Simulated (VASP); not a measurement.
A run of VASP 6.6.1:

Contents of INCAR:

```
SYSTEM = NaF
ALGO = Normal
EDIFF = 1E-6
ENCUT = 520
ISIF = 2
ISMEAR = 0
LASPH = .TRUE.
LCHARG = .TRUE.
LELF = .TRUE.
LREAL = .FALSE.
LVHAR = .TRUE.
LWAVE = .FALSE.
NBANDS = 14
NELM = 60
PREC = Accurate
SIGMA = 0.05
```

The input KPOINTS:

```
k-points
0
G
  4 4 4
  0 0 0
```

Contents of POSCAR:

```
NaF
1.0
    0.0000000000      2.3233000000      2.3233000000
    2.3233000000      0.0000000000      2.3233000000
    2.3233000000      2.3233000000      0.0000000000
Na F
1 1
Direct
    0.0000000000      0.0000000000      0.0000000000
    0.5000000000      0.5000000000      0.4695645512
```

Potentials or basis: VASP PAW LDA potentials, release 64 (Na_pv, F).

Run with:

```bash
$ cat potpaw_LDA.64/Na_pv/POTCAR potpaw_LDA.64/F/POTCAR > POTCAR
$ mpirun -np 1 vasp_std > vasp.out
```

Hardware: 1 thread of Intel Xeon 6975P-C, with other jobs on the host.

**Question.** Estimate the wall time of this run.

**Answer.** It took 2.9 s on 1 thread of Intel Xeon 6975P-C, on a shared host, peak memory 0.12 GiB. Counts: scf iterations 12, k points 18.
